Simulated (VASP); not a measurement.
# AgPt3 in VASP: a series of runs, part 3 of 3

VASP 6.6.1. Earlier steps stand in the parts before.

**4. Electric field gradients, LDA (14.53 Å³/atom)**

This run uses another cell than the first one, of 14.53 Å³/atom.

INCAR reads:

```
PREC = Accurate ; ENCUT = 470
EDIFF = 1E-8 ; ISMEAR = -1
SIGMA = 0.08 ; LREAL = F
LASPH = T ; NELM = 120
ALGO = Normal ; ISIF = 2
LWAVE = F ; LCHARG = F
GGA = CA ; LEFG = T
NBANDS = 44 ; GGA_COMPAT = F
```

KPOINTS reads:

```
regular mesh
0
Gamma
  9 9 9
```

POSCAR reads:

```
AgPt3
1.0
    3.8738247147      0.0000000000      0.0000000000
    0.0000000000      3.8738247147      0.0000000000
    0.0000000000      0.0000000000      3.8738247147
Ag Pt
1 3
Direct
    0.0000000000      0.0000000000      0.0000000000
    0.0000000000      0.5000000000      0.5000000000
    0.5000000000      0.0000000000      0.5000000000
    0.5000000000      0.5000000000      0.0000000000
```

Potentials or basis: VASP PAW LDA potentials, release 64 (Ag_sv_GW, Pt_sv_GW).

Started as:

```sh
cat potpaw_LDA.64/Ag_sv_GW/POTCAR potpaw_LDA.64/Pt_sv_GW/POTCAR > POTCAR
mpirun -np 1 vasp_std > vasp.out
```

OUTCAR:

```text
PREC = Accurate
   ENCUT = 470
   EDIFF = 1E-8
   ISMEAR = -1
   LREAL = F
   LASPH = T
   NELM = 120
   ISIF = 2
   GGA = CA

 ion  position               nearest neighbor table
   1  0.000  0.000  0.000-   2 2.74   3 2.74   4 2.74   2 2.74   3 2.74   2 2.74   4 2.74   2 2.74
                             3 2.74   4 2.74   3 2.74   4 2.74
   2  0.000  0.500  0.500-   1 2.74   3 2.74   4 2.74   1 2.74   4 2.74   1 2.74   3 2.74   1 2.74
                             3 2.74   4 2.74   4 2.74   3 2.74
   3  0.500  0.000  0.500-   1 2.74   2 2.74   4 2.74   1 2.74   4 2.74   2 2.74   4 2.74   4 2.74
                             1 2.74   2 2.74   1 2.74   2 2.74
   4  0.500  0.500  0.000-   1 2.74   2 2.74   3 2.74   2 2.74   3 2.74   1 2.74   3 2.74   3 2.74
                             1 2.74   2 2.74   2 2.74   1 2.74

  LATTYP: Found a simple cubic cell.
 ALAT       =     3.8738247147

  Lattice vectors:

 A1 = (   3.8738247147,   0.0000000000,   0.0000000000)
 A2 = (   0.0000000000,   3.8738247147,   0.0000000000)
 A3 = (   0.0000000000,   0.0000000000,   3.8738247147)

Analysis of symmetry for initial positions (statically):
=====================================================================
 Subroutine PRICEL returns:
 Original cell was already a primitive cell.

 Routine SETGRP: Setting up the symmetry group for a
 simple cubic supercell.

 Subroutine GETGRP returns: Found 48 space group operations
 (whereof 48 operations were pure point group operations)
 out of a pool of 48 trial point group operations.

The static configuration has the point symmetry O_h .

Analysis of symmetry for dynamics (positions and initial velocities):
=====================================================================
 Subroutine PRICEL returns:
 Original cell was already a primitive cell.

 Routine SETGRP: Setting up the symmetry group for a
 simple cubic supercell.

 Subroutine GETGRP returns: Found 48 space group operations
 (whereof 48 operations were pure point group operations)
 out of a pool of 48 trial point group operations.

The dynamic configuration has the point symmetry O_h .

 Subroutine INISYM returns: Found 48 space group operations
 (whereof 48 operations are pure point group operations),
 and found     1 'primitive' translations

----------------------------------------------------------------------------------------

                                     Primitive cell

  volume of cell :      58.1326

  direct lattice vectors                    reciprocal lattice vectors
     3.873824715  0.000000000  0.000000000     0.258142811  0.000000000  0.000000000
     0.000000000  3.873824715  0.000000000     0.000000000  0.258142811  0.000000000
     0.000000000  0.000000000  3.873824715     0.000000000  0.000000000  0.258142811

  length of vectors
     3.873824715  3.873824715  3.873824715     0.258142811  0.258142811  0.258142811
[... 91 lines left out ...]
   ISIF   =      2    stress and relaxation
   ISYM   =      2    0-nonsym 1-usesym 2-fastsym
   POTIM  = 0.5000    time-step for ionic-motion
   TEBEG  =    0.0;   TEEND  =   0.0 temperature during run
   PSTRESS=    0.0 pullay stress
   NELECT =      73.0000    total number of electrons
   NUPDOWN=      -1.0000    fix difference up-down
   EMIN   =  10.00;   EMAX   =-10.00  energy-range for DOS
   EFERMI =   0.00;   METHOD = LEGACY
   ISMEAR =    -1;   SIGMA  =   0.08  broadening in eV -4-tet -1-fermi 0-gaus
   EFERMI_NEDOS =   21; number of points for ismear=-14 and -15
   IALGO  =     38    algorithm
   IMIX   =      4    mixing-type and parameters
     AMIX     =   0.40;   BMIX     =  1.00
     AMIX_MAG =   1.60;   BMIX_MAG =  1.00
  volume/ion in A,a.u.               =      14.53        98.07
  Fermi-wavevector in a.u.,A,eV,Ry     =   1.766211  3.337654 42.443372  3.119500
  Thomas-Fermi vector in A             =   2.833839
   LORBIT       =      0    0 simple, 1 ext, 2 COOP (PROOUT), +10 PAW based schemes
   GGA     = CA    functional components
   LHFCALC =     F    Hartree Fock is set to
   AEXX    =    0.0000 exact exchange contribution
   IVDW    =     0    specifies the selected vdW correction
   LEPSILON=     F    determine dielectric tensor
   LRPA    =     F    only Hartree local field effects (RPA)
 non-spin polarized calculation
  energy-cutoff  :      470.00
  volume of cell :       58.13
 maximum number of plane-waves:      1359
 NGX is ok and might be reduce to    28
   NGX = 13   NGY = 13   NGZ = 13

 number of electron      73.0000028 magnetization

 Free energy of the ion-electron system (eV)
  ---------------------------------------------------
  ext. energy  EPLUGINS =         0.00000000
  ---------------------------------------------------
  free energy    TOTEN  =       -23.55084149 eV

  energy without entropy =      -23.48231624  energy(sigma->0) =      -23.51657887

 E-fermi :  10.3546     XC(G=0): -14.4501

 val. band max:       10.3020159976   @ k =   0.4444   0.3333   0.2222
 cond. band min:      10.3618937609   @ k =   0.4444   0.2222   0.1111
 fundamental gap:      0.0598777633
 Fermi energy:        10.3546422315

 k-point     1 :       0.0000    0.0000    0.0000
  band No.  band energies     occupation
      1     -87.6781      2.00000
      2     -87.6381      2.00000
      3     -87.6381      2.00000
      4     -81.0236      2.00000
      5     -44.8089      2.00000
      6     -44.8089      2.00000
[... 1117 lines left out ...]
     43      21.4302      0.00000
     44      22.5571      0.00000

 [... further k-points ...]
[... 5 lines left out ...]
  --------------------------------------------------------------------------------------
  -------------------------------------------------------------------------------------
  Total        1.7154759      1.7154759      1.7154759     -0.0000000     -0.0000000      0.0000000
  in kB       47.2797654     47.2797654     47.2797654     -0.0000000     -0.0000000      0.0000000
  external PRESSURE =      47.2797654 kB  Pullay stress =       0.0000000 kB

 VOLUME and BASIS-vectors are now :
 -----------------------------------------------------------------------------
  energy-cutoff  :      470.00
  volume of cell :       58.13
      direct lattice vectors                 reciprocal lattice vectors
     3.873824715  0.000000000  0.000000000     0.258142811  0.000000000  0.000000000
     0.000000000  3.873824715  0.000000000     0.000000000  0.258142811  0.000000000
     0.000000000  0.000000000  3.873824715     0.000000000  0.000000000  0.258142811

 POSITION                                       TOTAL-FORCE (eV/Angst)
 -----------------------------------------------------------------------------------
      0.00000      0.00000      0.00000         0.000000      0.000000      0.000000
      0.00000      1.93691      1.93691         0.000000      0.000000      0.000000
      1.93691      0.00000      1.93691         0.000000      0.000000      0.000000
      1.93691      1.93691      0.00000         0.000000      0.000000      0.000000
 -----------------------------------------------------------------------------------
    total drift:                                0.000000      0.000000      0.000000

  FREE ENERGIE OF THE ION-ELECTRON SYSTEM (eV)
  ---------------------------------------------------
  free  energy   TOTEN  =       -23.5508414868 eV

  energy  without entropy=      -23.4823162448  energy(sigma->0) =      -23.51657887

 Electric field gradients (V/A^2)
---------------------------------------------------------------------
 ion       V_xx      V_yy      V_zz      V_xy      V_xz      V_yz
---------------------------------------------------------------------
   1      -0.000    -0.000     0.000     0.000    -0.000     0.000
   2     -22.354    11.177    11.177    -0.000    -0.000     0.000
   3      11.177   -22.354    11.177    -0.000    -0.000    -0.000
   4      11.177    11.177   -22.354    -0.000    -0.000    -0.000
---------------------------------------------------------------------

 Electric field gradients after diagonalization (V/A^2)
 (convention: |V_zz| > |V_xx| > |V_yy|)
----------------------------------------------------------------------
 ion       V_xx      V_yy      V_zz     asymmetry (V_yy - V_xx)/ V_zz
----------------------------------------------------------------------
   1      -0.000    -0.000     0.000       0.157
   2      11.177    11.177   -22.354       0.000
   3      11.177    11.177   -22.354       0.000
   4      11.177    11.177   -22.354       0.000
----------------------------------------------------------------------

           NMR quadrupolar parameters

 Cq : quadrupolar parameter    Cq=e*Q*V_zz/h
 eta: asymmetry parameters     (V_yy - V_xx)/ V_zz
 Q  : nuclear electric quadrupole moment in mb (millibarn)
----------------------------------------------------------------------
 ion       Cq(MHz)       eta       Q (mb)
----------------------------------------------------------------------
   1       0.000       0.157       1.000
   2      -0.054       0.000       1.000
   3      -0.054       0.000       1.000
   4      -0.054       0.000       1.000
----------------------------------------------------------------------
```

stdout:

```text
POSCAR found type information on POSCAR AgPt
 POSCAR found :  2 types and       4 ions
 scaLAPACK will be used
 LDA part: xc-table for (Slater(with rela. corr.)+CA(PZ))
 , standard interpolation
 POSCAR, INCAR and KPOINTS ok, starting setup
 FFT: planning ... GRIDC
 FFT: planning ... GRID_SOFT
 FFT: planning ... GRID
 WAVECAR not read
 entering main loop
ion   1

ion   2

ion   3

ion   4
```

Wall time 2.3 min (1 thread of Intel Xeon Platinum 8375C at 2.90GHz (Ice Lake), shared host); peak memory 0.2 GiB.

Results:

| Quantity | Value |
| --- | --- |
| Free energy | -23.5508 eV |
| Pressure | 4.7 GPa |
| Band gap on the k mesh | zero (an odd number of electrons rules out a gap without spin polarisation) |
| Largest electric field gradient by atom | Ag -0.0; Pt -22.4 V/Å² |

Electric field gradients, principal values (V/Å²):
| atom | least | middle | greatest (by size) |
| --- | --- | --- | --- |
| 1 Ag | 0.000 | 0.000 | 0.000 |
| 2 Pt | 11.177 | 11.177 | -22.354 |
| 3 Pt | 11.177 | 11.177 | -22.354 |
| 4 Pt | 11.177 | 11.177 | -22.354 |

Caveat: the cell stands under pressure; without QUAD_EFG the Cq values of the log hold for a quadrupole moment of 1 mb, not for the nuclei; spin-orbit coupling is left out, which moves the levels of the heavy elements.

**5. Electric field gradients, LDA (zz strain of -2 %)**

INCAR reads:

```
SYSTEM = AgPt3
  PREC = Accurate
  ENCUT = 470
  EDIFF = 1E-8
  ISMEAR = -1
  SIGMA = 0.08
  LREAL = .FALSE.
  LASPH = .TRUE.
  NELM = 120
  ALGO = Normal
  ISIF = 2
  LWAVE = .FALSE.
  LCHARG = .FALSE.
  GGA = CA
  LEFG = .TRUE.
  NBANDS = 44
  GGA_COMPAT = .FALSE.
```

KPOINTS reads:

```
regular mesh
0
G
  9 9 9
  0 0 0
```

POSCAR reads:

```
AgPt3
1.0
    3.9000000000      0.0000000000      0.0000000000
    0.0000000000      3.9000000000      0.0000000000
    0.0000000000      0.0000000000      3.8220000000
Ag Pt
1 3
Direct
    0.0000000000      0.0000000000      0.0000000000
    0.0000000000      0.5000000000      0.5000000000
    0.5000000000      0.0000000000      0.5000000000
    0.5000000000      0.5000000000      0.0000000000
```

Potentials or basis: VASP PAW LDA potentials, release 64 (Ag_sv_GW, Pt_sv_GW).

Started as:

```sh
cat potpaw_LDA.64/Ag_sv_GW/POTCAR potpaw_LDA.64/Pt_sv_GW/POTCAR > POTCAR
mpirun -np 1 vasp_std > vasp.out
```

OUTCAR:

```text
SYSTEM = AgPt3
   PREC = Accurate
   ENCUT = 470
   EDIFF = 1E-8
   ISMEAR = -1
   LREAL = .FALSE.
   LASPH = .TRUE.
   NELM = 120
   ISIF = 2
   GGA = CA

 ion  position               nearest neighbor table
   1  0.000  0.000  0.000-   2 2.73   3 2.73   2 2.73   3 2.73   2 2.73   2 2.73   3 2.73   3 2.73
                             4 2.76   4 2.76   4 2.76   4 2.76
   2  0.000  0.500  0.500-   1 2.73   4 2.73   1 2.73   4 2.73   1 2.73   1 2.73   4 2.73   4 2.73
                             3 2.76   3 2.76   3 2.76   3 2.76
   3  0.500  0.000  0.500-   1 2.73   4 2.73   1 2.73   4 2.73   4 2.73   4 2.73   1 2.73   1 2.73
                             2 2.76   2 2.76   2 2.76   2 2.76
   4  0.500  0.500  0.000-   2 2.73   3 2.73   2 2.73   3 2.73   3 2.73   3 2.73   2 2.73   2 2.73
                             1 2.76   1 2.76   1 2.76   1 2.76

  LATTYP: Found a simple tetragonal cell.
 ALAT       =     3.9000000000
 C/A-ratio  =     0.9800000000

  Lattice vectors:

 A1 = (   3.9000000000,   0.0000000000,   0.0000000000)
 A2 = (   0.0000000000,   3.9000000000,   0.0000000000)
 A3 = (   0.0000000000,   0.0000000000,   3.8220000000)

[... 1337 lines left out ...]
      0.00000      1.95000      1.91100         0.000000      0.000000      0.000000
      1.95000      0.00000      1.91100         0.000000      0.000000      0.000000
      1.95000      1.95000      0.00000         0.000000      0.000000      0.000000
 -----------------------------------------------------------------------------------
    total drift:                               -0.000000      0.000000      0.000000

  FREE ENERGIE OF THE ION-ELECTRON SYSTEM (eV)
  ---------------------------------------------------
  free  energy   TOTEN  =       -23.5444537166 eV

  energy  without entropy=      -23.4755860722  energy(sigma->0) =      -23.51001989

 Electric field gradients (V/A^2)
---------------------------------------------------------------------
 ion       V_xx      V_yy      V_zz      V_xy      V_xz      V_yz
---------------------------------------------------------------------
   1       0.772     0.772    -1.544     0.000    -0.000     0.000
   2     -19.971    13.780     6.190     0.000    -0.000    -0.000
   3      13.780   -19.971     6.190    -0.000    -0.000     0.000
   4      13.642    13.642   -27.284    -0.000     0.000     0.000
---------------------------------------------------------------------

 Electric field gradients after diagonalization (V/A^2)
 (convention: |V_zz| > |V_xx| > |V_yy|)
----------------------------------------------------------------------
 ion       V_xx      V_yy      V_zz     asymmetry (V_yy - V_xx)/ V_zz
----------------------------------------------------------------------
   1       0.772     0.772    -1.544       0.000
   2      13.780     6.190   -19.971       0.380
   3      13.780     6.190   -19.971       0.380
   4      13.642    13.642   -27.284       0.000
----------------------------------------------------------------------

           NMR quadrupolar parameters

 Cq : quadrupolar parameter    Cq=e*Q*V_zz/h
 eta: asymmetry parameters     (V_yy - V_xx)/ V_zz
 Q  : nuclear electric quadrupole moment in mb (millibarn)
----------------------------------------------------------------------
 ion       Cq(MHz)       eta       Q (mb)
----------------------------------------------------------------------
   1      -0.004       0.000       1.000
   2      -0.048       0.380       1.000
   3      -0.048       0.380       1.000
   4      -0.066       0.000       1.000
----------------------------------------------------------------------
```

Wall time 2.4 min (1 thread of Intel Xeon Platinum 8375C at 2.90GHz (Ice Lake), shared host); peak memory 0.27 GiB.

What came out:

```
Free energy                             : -23.5445 eV
Pressure                                : 4.8 GPa
Band gap on the k mesh                  : zero (an odd number of electrons rules out a gap without spin polarisation)
Largest electric field gradient by atom : Ag -1.5; Pt -20.0, -27.3 (each value once) V/Å²
```

Stress tensor (GPa, compression positive):
```
4.01 0.00 0.00
0.00 4.01 0.00
0.00 0.00 6.31
```

Electric field gradients, principal values (V/Å²):
```
atom   least  middle  greatest (by size)
1 Ag   0.772   0.772              -1.544
2 Pt   6.190  13.780             -19.971
3 Pt   6.190  13.780             -19.971
4 Pt  13.642  13.642             -27.284
```

Caveat: the cell differs from its parent crystal (zz strain of -2 %); the cell stands under pressure; without QUAD_EFG the Cq values of the log hold for a quadrupole moment of 1 mb, not for the nuclei; spin-orbit coupling is left out, which moves the levels of the heavy elements.

**6. The runs side by side**

| cell | gap on the mesh (eV) | pressure (GPa) |
| --- | --- | --- |
| a = 3.951 Å, 4 atoms | none | -10.6 |
| a = 3.926 Å, 4 atoms | none | -6.1 |
| a = 3.874 Å, 4 atoms | none | 4.7 |
| a = 3.900, b = 3.900, c = 3.822 Å, 4 atoms | none | 4.8 |

Alike in all rows: task electric field gradients; level LDA; potentials or basis VASP PAW LDA potentials, release 64 (Ag_sv_GW, Pt_sv_GW); no spin polarisation; k mesh 9 × 9 × 9; cutoff (eV) 470; smearing fermi-dirac 0.08 eV.

Caveats: spin-orbit coupling is left out, which moves the levels of the heavy elements; the cell stands under tension (at least some runs); the cell stands under pressure (at least some runs).

Absolute energies hang on the potentials; compare differences alone.

The gap in the log of VASP goes by the Fermi energy; the results here count the filled bands.